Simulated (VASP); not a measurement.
# MgCdO (P4/nmm) in VASP: a series of runs

The runs below take MgCdO through relaxation of cell and atoms, single point, with PBE.

Everything below comes from runs of VASP 6.6.1. Logs are shortened: lines on timing, memory, paths and dates and some standing lists are left out, and cuts for length are marked.

### 1 The cell of the first run

It takes space group P4/nmm (No. 129, tetragonal). The conventional cell has a = 4.016 Å, b = 4.016 Å, c = 7.251 Å, α = 90.00°, β = 90.00°, γ = 90.00°. Within 2.7 Å of Mg (site symmetry 4mm) lie 4 O at 2.01 Å. Cd (site symmetry 4mm) has 8 Cd at 2.93 to 4.02 Å and 6 Mg at 3.40 to 4.23 Å and 8 O at 3.83 to 4.46 Å within 4.5 Å. Within 2.7 Å of O (site symmetry -4m2) lie 4 Mg at 2.01 Å.

The cell was built from a structure type or drawn by symmetry, and may not be a known phase.

### 2 Relaxation of cell and atoms, PBE

INCAR

```
PREC = Accurate
ENCUT = 600
EDIFF = 1E-7
ISMEAR = 0
SIGMA = 0.1
LREAL = False
LASPH = True
NELM = 100
ALGO = Normal
ISIF = 3
LWAVE = False
LCHARG = False
GGA = PE
IBRION = 2
NSW = 100
EDIFFG = -0.01
```

KPOINTS

```
regular mesh
0
Gamma
  10 10 6
```

POSCAR

```
MgCdO
1.0
    4.0163026961      0.0000000000      0.0000000000
    0.0000000000      4.0163026961      0.0000000000
    0.0000000000      0.0000000000      7.2509593898
Mg Cd O
2 2 2
Direct
    0.0000000000      0.5000000000      0.9814063436
    0.5000000000      0.0000000000      0.0185936564
    0.0000000000      0.5000000000      0.4504608433
    0.5000000000      0.0000000000      0.5495391567
    0.0000000000      0.0000000000      0.0000000000
    0.5000000000      0.5000000000      0.0000000000
```

Potentials or basis: VASP PAW PBE potentials, release 64 (Mg, Cd, O).

On the command line:

```bash
> cat potpaw_PBE.64/Mg/POTCAR potpaw_PBE.64/Cd/POTCAR potpaw_PBE.64/O/POTCAR > POTCAR
> mpirun -np 1 vasp_std > vasp.out
```

OUTCAR:

```text
PREC = Accurate
   ENCUT = 600
   EDIFF = 1E-7
   ISMEAR = 0
   LREAL = False
   LASPH = True
   NELM = 100
   ISIF = 3
   GGA = PE
   IBRION = 2
   NSW = 100
   EDIFFG = -0.01

 ion  position               nearest neighbor table
   1  0.000  0.500  0.981-   5 2.01   6 2.01   5 2.01   6 2.01   2 2.85   2 2.85   2 2.85   2 2.85
                             3 3.40
   2  0.500  0.000  0.019-   5 2.01   6 2.01   6 2.01   5 2.01   1 2.85   1 2.85   1 2.85   1 2.85
                             4 3.40
   3  0.000  0.500  0.450-   4 2.93   4 2.93   4 2.93   4 2.93   1 3.40
   4  0.500  0.000  0.550-   3 2.93   3 2.93   3 2.93   3 2.93   2 3.40
   5  0.000  0.000  0.000-   1 2.01   2 2.01   1 2.01   2 2.01
   6  0.500  0.500  0.000-   1 2.01   2 2.01   2 2.01   1 2.01

  LATTYP: Found a simple tetragonal cell.
 ALAT       =     4.0163026961
 C/A-ratio  =     1.8053817001

  Lattice vectors:

 A1 = (   4.0163026961,   0.0000000000,   0.0000000000)
 A2 = (   0.0000000000,   4.0163026961,   0.0000000000)
 A3 = (   0.0000000000,   0.0000000000,   7.2509593898)

Analysis of symmetry for initial positions (statically):
=====================================================================
 Subroutine PRICEL returns:
 Original cell was already a primitive cell.

 Routine SETGRP: Setting up the symmetry group for a
 simple tetragonal supercell.

 Subroutine GETGRP returns: Found 16 space group operations
 (whereof  8 operations were pure point group operations)
 out of a pool of 16 trial point group operations.

The static configuration has the point symmetry D_2d.
 The point group associated with its full space group is D_4h.

Analysis of symmetry for dynamics (positions and initial velocities):
=====================================================================
 Subroutine PRICEL returns:
 Original cell was already a primitive cell.

 Routine SETGRP: Setting up the symmetry group for a
 simple tetragonal supercell.

 Subroutine GETGRP returns: Found 16 space group operations
 (whereof  8 operations were pure point group operations)
 out of a pool of 16 trial point group operations.

The dynamic configuration has the point symmetry D_2d.
 The point group associated with its full space group is D_4h.

 Subroutine INISYM returns: Found 16 space group operations
 (whereof  8 operations are pure point group operations),
 and found     1 'primitive' translations

----------------------------------------------------------------------------------------

                                     Primitive cell
[... 109 lines left out ...]
   PSTRESS=    0.0 pullay stress
   NELECT =      40.0000    total number of electrons
   NUPDOWN=      -1.0000    fix difference up-down
   EMIN   =  10.00;   EMAX   =-10.00  energy-range for DOS
   EFERMI =   0.00;   METHOD = LEGACY
   ISMEAR =     0;   SIGMA  =   0.10  broadening in eV -4-tet -1-fermi 0-gaus
   EFERMI_NEDOS =   21; number of points for ismear=-14 and -15
   IALGO  =     38    algorithm
   IMIX   =      4    mixing-type and parameters
     AMIX     =   0.40;   BMIX     =  1.00
     AMIX_MAG =   1.60;   BMIX_MAG =  1.00
  volume/ion in A,a.u.               =      19.49       131.55
  Fermi-wavevector in a.u.,A,eV,Ry     =   1.144842  2.163437 17.832641  1.310662
  Thomas-Fermi vector in A             =   2.281532
   LORBIT       =      0    0 simple, 1 ext, 2 COOP (PROOUT), +10 PAW based schemes
   GGA     = PE    functional components
   LHFCALC =     F    Hartree Fock is set to
   AEXX    =    0.0000 exact exchange contribution
   IVDW    =     0    specifies the selected vdW correction
   LEPSILON=     F    determine dielectric tensor
   LRPA    =     F    only Hartree local field effects (RPA)
 conjugate gradient relaxation of ions
 non-spin polarized calculation
 Gauss-broadening in eV      SIGMA  =   0.10
  energy-cutoff  :      600.00
  volume of cell :      116.96
 maximum number of plane-waves:      3944
   NGX = 17   NGY = 17   NGZ = 29

--------------------------------------- Ionic step        1  -------------------------------------------

 number of electron      40.0000000 magnetization

 Free energy of the ion-electron system (eV)
  ---------------------------------------------------
  ext. energy  EPLUGINS =         0.00000000
  ---------------------------------------------------
  free energy    TOTEN  =       -22.99394185 eV

  energy without entropy =      -22.98989427  energy(sigma->0) =      -22.99191806

------------------------ aborting loop because EDIFF is reached ----------------------------------------

  FORCE on cell =-STRESS in cart. coord.  units (eV):
  Direction    XX          YY          ZZ          XY          YZ          ZX
  --------------------------------------------------------------------------------------
  -------------------------------------------------------------------------------------
  Total       -0.2583928     -0.2583928      0.1740356      0.0000000      0.0000000      0.0000000
  in kB       -3.5395061     -3.5395061      2.3839674      0.0000000      0.0000000      0.0000000
  external PRESSURE =      -1.5650150 kB  Pullay stress =       0.0000000 kB
[... 307 lines left out ...]
--------------------------------------- Ionic step        9  -------------------------------------------

 number of electron      40.0000012 magnetization

 Free energy of the ion-electron system (eV)
  ---------------------------------------------------
  ext. energy  EPLUGINS =         0.00000000
  ---------------------------------------------------
  free energy    TOTEN  =       -22.99712445 eV

  energy without entropy =      -22.99339523  energy(sigma->0) =      -22.99525984

 E-fermi :   1.4622     XC(G=0):  -8.9342

 val. band max:        1.4128262799   @ k =   0.2000   0.0000   0.1667
 cond. band min:       1.4673785103   @ k =   0.3000   0.1000   0.5000
 fundamental gap:      0.0545522304
 Fermi energy:         1.4622062147

 k-point     1 :       0.0000    0.0000    0.0000
  band No.  band energies     occupation
      1     -16.4271      2.00000
      2     -15.3287      2.00000
      3      -8.0126      2.00000
      4      -7.9048      2.00000
      5      -7.6129      2.00000
      6      -7.3269      2.00000
[... 637 lines left out ...]
     23       5.1555      0.00000
     24       6.2875      0.00000

 [... further k-points ...]

------------------------ aborting loop because EDIFF is reached ----------------------------------------

  FORCE on cell =-STRESS in cart. coord.  units (eV):
  Direction    XX          YY          ZZ          XY          YZ          ZX
  --------------------------------------------------------------------------------------
  -------------------------------------------------------------------------------------
  Total        0.0236324      0.0236324      0.0009864      0.0000000      0.0000000      0.0000000
  in kB        0.3172453      0.3172453      0.0132420      0.0000000      0.0000000      0.0000000
  external PRESSURE =       0.2159109 kB  Pullay stress =       0.0000000 kB
[... 21 lines left out ...]
  FREE ENERGIE OF THE ION-ELECTRON SYSTEM (eV)
  ---------------------------------------------------
  free  energy   TOTEN  =       -22.9971244546 eV

  energy  without entropy=      -22.9933952341  energy(sigma->0) =      -22.99525984

 reached required accuracy - stopping structural energy minimisation
```

OSZICAR:

```text
N       E                     dE             d eps       ncg     rms          rms(c)
DAV:   1     0.290312834285E+03    0.29031E+03   -0.20921E+04  4032   0.169E+03
[... 85 lines left out ...]
DAV:   2    -0.229973120855E+02    0.16177E-02   -0.84026E-03  4376   0.707E-01    0.894E-02
DAV:   3    -0.229971675285E+02    0.14456E-03   -0.37311E-04  4384   0.148E-01    0.680E-02
DAV:   4    -0.229971309357E+02    0.36593E-04   -0.61952E-05  4528   0.488E-02    0.331E-02
DAV:   5    -0.229971244124E+02    0.65232E-05   -0.17001E-05  4632   0.290E-02    0.565E-03
DAV:   6    -0.229971245564E+02   -0.14395E-06   -0.26294E-06  4712   0.111E-02    0.259E-03
DAV:   7    -0.229971244975E+02    0.58909E-07   -0.11004E-06  4192   0.517E-03    0.128E-03
DAV:   8    -0.229971244546E+02    0.42840E-07   -0.23337E-07  3544   0.219E-03
   9 F= -.22997124E+02 E0= -.22995260E+02  d E =-.592219E-03
```

CONTCAR:

```text
MgCdO
   1.00000000000000
     4.0100254451447741    0.0000000000000000    0.0000000000000000
     0.0000000000000000    4.0100254451447741    0.0000000000000000
     0.0000000000000000    0.0000000000000000    7.4221304715801786
  Mg              Cd              O
     2     2     2
Direct
     0.0000000000000000    0.5000000000000000    0.9854778009890310
     0.5000000000000000    0.0000000000000000    0.0145221990109689
     0.0000000000000000    0.5000000000000000    0.4485585657863309
     0.5000000000000000    0.0000000000000000    0.5514414342136691
     0.0000000000000000    0.0000000000000000    0.0000000000000000
     0.5000000000000000    0.5000000000000000    0.0000000000000000

  0.00000000E+00  0.00000000E+00  0.00000000E+00
  0.00000000E+00  0.00000000E+00  0.00000000E+00
  0.00000000E+00  0.00000000E+00  0.00000000E+00
  0.00000000E+00  0.00000000E+00  0.00000000E+00
  0.00000000E+00  0.00000000E+00  0.00000000E+00
  0.00000000E+00  0.00000000E+00  0.00000000E+00
```

It took 11 min on 1 thread of Intel Xeon 6975P-C (Granite Rapids), shared host; peak memory 0.45 GiB.

What came out:

```yaml
Free_energy: -22.9971 eV
Relaxed_volume: 19.89 Å³/atom
Relaxed_cell: a = 4.010 Å, b = 4.010 Å, c = 7.422 Å, α = 90.00°, β = 90.00°, γ = 90.00°
Space_group_after_relaxing_to_0.1_Å: P4/nmm (No. 129)
Energy_gained_by_relaxing: 0.5 meV/atom
Ionic_steps: 9
Pressure_after_relaxing: 0.0 GPa
Largest_force_after_relaxing: 0.007 eV/Å
Band_gap_on_the_k_mesh: zero (bands 20 and 21 overlap by 1.04 eV)
```

Forces in eV/Å, atoms in the order of the input:
```
Mg   0.000  0.000  0.007
Mg   0.000  0.000 -0.007
Cd   0.000  0.000  0.005
Cd   0.000  0.000 -0.005
O    0.000  0.000  0.000
O    0.000  0.000  0.000
```

Step by step:
```csv
step,energy change (eV),largest force (eV/Å),pressure (GPa),volume (Å³)
1,0.0000,0.0215,-0.16,116.96
2,-0.0006,0.0133,0.17,116.64
3,-0.0006,0.0131,0.14,116.67
4,-0.0010,0.0144,0.13,116.87
5,-0.0018,0.0176,0.08,117.49
6,-0.0025,0.0252,0.01,118.72
7,-0.0026,0.0273,-0.01,119.06
8,-0.0028,0.0221,0.00,119.13
9,-0.0032,0.0071,0.02,119.35
```

Final structure:
```cif
data_structure
_symmetry_space_group_name_H-M 'P 1'
_symmetry_Int_Tables_number 1
_cell_length_a 4.0100
_cell_length_b 4.0100
_cell_length_c 7.4221
_cell_angle_alpha 90.000
_cell_angle_beta 90.000
_cell_angle_gamma 90.000
_cell_volume 119.35
loop_
_atom_site_label
_atom_site_type_symbol
_atom_site_fract_x
_atom_site_fract_y
_atom_site_fract_z
_atom_site_occupancy
Mg1 Mg 0.00000 0.50000 0.98548 1
Mg2 Mg 0.50000 0.00000 0.01452 1
Cd1 Cd 0.00000 0.50000 0.44856 1
Cd2 Cd 0.50000 0.00000 0.55144 1
O1 O 0.00000 0.00000 0.00000 1
O2 O 0.50000 0.50000 0.00000 1
```

### 3 Single point, PBE

This run uses another cell than the first one, of 20.16 Å³/atom.

INCAR

```
ALGO = Normal ; EDIFF = 1E-6
ENCUT = 520 ; GGA = PE
ISIF = 2 ; ISMEAR = 0
LASPH = T ; LCHARG = F
LREAL = F ; LWAVE = F
NBANDS = 29 ; NELM = 100
PREC = Accurate ; SIGMA = 0.1
```

KPOINTS

```
k-points
0
Gamma
  10 10 6
```

POSCAR

```
MgCdO
1.0
    4.0176304266      0.0000000000      0.0000000000
    0.0000000000      4.0176304266      0.0000000000
    0.0000000000      0.0000000000      7.4943962240
Mg Cd O
2 2 2
Direct
    0.0000000000      0.5000000000      0.9886932785
    0.5000000000      0.0000000000      0.0113067215
    0.0000000000      0.5000000000      0.4534437550
    0.5000000000      0.0000000000      0.5465562450
    0.0000000000      0.0000000000      0.0000000000
    0.5000000000      0.5000000000      0.0000000000
```

Potentials or basis: VASP PAW PBE potentials, release 64 (Mg, Cd, O).

On the command line:

```bash
> cat potpaw_PBE.64/Mg/POTCAR potpaw_PBE.64/Cd/POTCAR potpaw_PBE.64/O/POTCAR > POTCAR
> mpirun -np 1 vasp_std > vasp.out
```

Run time: 5.6 min. Hardware: 1 thread of Intel Xeon 8259CL, shared host; peak memory 0.4 GiB.

Results (log left out):

```
Free energy            : -22.9950 eV
Pressure               : -0.1 GPa
Largest force          : 0.016 eV/Å
Band gap on the k mesh : zero (bands 20 and 21 overlap by 1.07 eV)
```

Forces in eV/Å, atoms in the order of the input:
```
Mg   0.000  0.000  0.009
Mg   0.000  0.000 -0.009
Cd   0.000  0.000 -0.016
Cd   0.000  0.000  0.016
O    0.000  0.000  0.000
O    0.000  0.000  0.000
```

Stress tensor (GPa, compression positive):
```
-0.11  0.00  0.00
 0.00 -0.11  0.00
 0.00  0.00 -0.02
```

Levels at points of the mesh, in eV from the Fermi level:
| k point | band 18 | band 19 | band 20 | band 21 | band 22 | band 23 |
| --- | --- | --- | --- | --- | --- | --- |
| (0.00, 0.00, 0.00) | -1.84 | -1.64 | 0.15 | 2.09 | 3.06 | 3.06 |
| (0.50, 0.00, 0.00) | -3.26 | -2.71 | -2.71 | 1.91 | 1.91 | 4.95 |
| (0.50, 0.50, 0.00) | -1.82 | -0.96 | -0.96 | -0.81 | -0.81 | 2.49 |
| (0.00, 0.00, 0.50) | -1.84 | -1.64 | -1.36 | 2.99 | 2.99 | 4.34 |
| (0.50, 0.00, 0.50) | -3.26 | -2.27 | -2.27 | 1.45 | 1.45 | 5.62 |
| (0.50, 0.50, 0.50) | -1.82 | -1.07 | -1.07 | -0.57 | -0.57 | 3.08 |

### 4 Relaxation of cell and atoms, PBE

This run uses another cell than the first one, of 13.51 Å³/atom.

INCAR

```
  PREC = Accurate
  ENCUT = 600
  EDIFF = 1E-7
  ISMEAR = 0
  SIGMA = 0.1
  LREAL = F
  LASPH = T
  NELM = 60
  ALGO = Normal
  ISIF = 3
  LWAVE = F
  LCHARG = F
  GGA = PE
  IBRION = 2
  NSW = 90
  EDIFFG = -0.04
```

KPOINTS

```
regular mesh
0
Gamma
  6 6 4
```

POSCAR

```
MgCdO
1.0
    3.6122716100      0.0000000000      0.0000000000
    0.0000000000      3.6122716100      0.0000000000
    0.0000000000      0.0000000000      6.2113693400
Mg Cd O
2 2 2
Direct
    0.0000000000      0.5000000000      0.6277660100
    0.5000000000      0.0000000000      0.3722339900
    0.0000000000      0.5000000000      0.1668660000
    0.5000000000      0.0000000000      0.8331340000
    0.0000000000      0.0000000000      0.0000000000
    0.5000000000      0.5000000000      0.0000000000
```

On the command line:

```bash
> cat potpaw_PBE.64/Mg/POTCAR potpaw_PBE.64/Cd/POTCAR potpaw_PBE.64/O/POTCAR > POTCAR
> mpirun -np 1 vasp_std > vasp.out
```

It took 45 min on 1 thread of Intel Xeon 8259CL, shared host; peak memory 0.26 GiB.

The run converged. Its results:

```
Free energy                           : -22.9946 eV
Relaxed volume                        : 19.50 Å³/atom
Relaxed cell                          : a = 4.028 Å, b = 4.028 Å, c = 7.209 Å, α = 90.00°, β = 90.00°, γ = 90.00°
Space group after relaxing (to 0.1 Å) : P4/nmm (No. 129)
Energy gained by relaxing             : 1318.7 meV/atom
Ionic steps                           : 33
Pressure after relaxing               : 0.0 GPa
Largest force after relaxing          : 0.012 eV/Å
Band gap on the k mesh                : zero (bands 20 and 21 overlap by 1.56 eV)
```

Forces in eV/Å, atoms in the order of the input:
```
Mg   0.000  0.000 -0.012
Mg   0.000  0.000  0.012
Cd   0.000  0.000 -0.012
Cd   0.000  0.000  0.012
O    0.000  0.000  0.000
O    0.000  0.000  0.000
```

Stress tensor (GPa, compression positive):
```
 0.00  0.00  0.00
 0.00  0.00  0.00
 0.00  0.00 -0.09
```

The path:
| step | energy change (eV) | largest force (eV/Å) | pressure (GPa) | volume (Å³) |
| --- | --- | --- | --- | --- |
| 1 | 0.0000 | 3.5946 | 34.90 | 81.05 |
| 2 | -1.4288 | 1.8956 | -10.29 | 120.44 |
| 3 | -2.2223 | 0.7693 | -0.67 | 101.57 |
| 4 | -2.5328 | 0.7763 | -0.67 | 102.06 |
| 5 | -2.7214 | 0.7776 | -0.33 | 102.34 |
| 6 | -2.7219 | 0.7740 | -0.28 | 102.34 |
| 7 | -2.7992 | 0.5951 | -0.28 | 101.95 |
| 8 | -2.9449 | 1.0504 | 0.27 | 100.77 |
| 9 | -2.7931 | 2.7904 | 3.64 | 98.41 |
| 10 | -2.9670 | 1.3474 | 0.79 | 100.22 |
| 11 | -3.0250 | 1.2625 | 0.25 | 100.36 |
| 12 | -3.1829 | 1.0430 | -1.15 | 100.79 |
| 13 | -3.4816 | 0.7966 | -3.28 | 101.64 |
| 14 | -4.3530 | 0.9873 | -6.07 | 103.35 |
| 15 | -6.3166 | 0.7436 | -7.03 | 106.82 |
| 16 | -5.2909 | 1.9887 | -10.34 | 113.95 |
| 17 | -6.5198 | 0.5236 | -6.02 | 109.00 |
| 18 | -6.5965 | 0.5021 | -5.74 | 108.65 |
| 19 | -6.7986 | 0.4564 | -4.92 | 107.61 |
| 20 | -7.0954 | 0.5715 | -3.90 | 105.48 |
| 21 | -6.8853 | 1.8728 | -5.59 | 101.09 |
| 22 | -7.1807 | 0.7565 | -4.08 | 104.34 |
| 23 | -7.1967 | 0.9351 | -4.35 | 103.58 |
| 24 | -7.3273 | 0.7647 | -3.20 | 102.40 |
| 25 | -7.5605 | 0.3081 | 1.25 | 98.87 |
| 26 | -7.5804 | 0.2595 | 3.41 | 97.45 |
| 27 | -7.6447 | 0.2098 | 3.02 | 98.89 |
| 28 | -7.7816 | 0.1023 | 2.23 | 103.21 |
| 29 | -7.8957 | 0.0121 | 1.43 | 111.86 |
| 30 | -7.9038 | 0.0026 | 1.24 | 114.44 |
| 31 | -7.9044 | 0.0016 | 1.18 | 115.38 |
| 32 | -7.9047 | 0.0247 | -1.14 | 118.59 |
| 33 | -7.9123 | 0.0123 | -0.03 | 116.98 |

Final structure:
```
CELL_PARAMETERS angstrom
4.02817 0.00000 0.00000
0.00000 4.02817 0.00000
0.00000 0.00000 7.20941
ATOMIC_POSITIONS crystal
Mg 0.00000 0.50000 0.00944
Mg 0.50000 0.00000 0.99056
Cd 0.00000 0.50000 0.51960
Cd 0.50000 0.00000 0.48040
O 0.00000 0.00000 0.00000
O 0.50000 0.50000 0.00000
```

Levels at points of the mesh, in eV from the Fermi level:
| k point | band 17 | band 18 | band 19 | band 20 | band 21 | band 22 | band 23 | band 24 |
| --- | --- | --- | --- | --- | --- | --- | --- | --- |
| (0.00, 0.00, 0.00) | -1.82 | -1.82 | -1.61 | 0.50 | 2.58 | 2.95 | 2.95 | 4.09 |
| (0.50, 0.00, 0.00) | -3.23 | -3.23 | -2.67 | -2.67 | 2.24 | 2.24 | 5.28 | 5.28 |
| (0.50, 0.50, 0.00) | -1.80 | -1.80 | -0.88 | -0.88 | -0.81 | -0.81 | 2.42 | 2.42 |
| (0.00, 0.00, 0.50) | -1.82 | -1.82 | -1.61 | -1.14 | 2.86 | 2.86 | 4.32 | 5.31 |
| (0.50, 0.00, 0.50) | -3.23 | -3.23 | -2.16 | -2.16 | 1.73 | 1.73 | 6.32 | 6.32 |
| (0.50, 0.50, 0.50) | -1.80 | -1.80 | -0.96 | -0.96 | -0.59 | -0.59 | 3.07 | 3.07 |

Caveat: the volume moved by over 15 % at a fixed basis, so the end points are rough.

(Continued in part 2 of 2.)
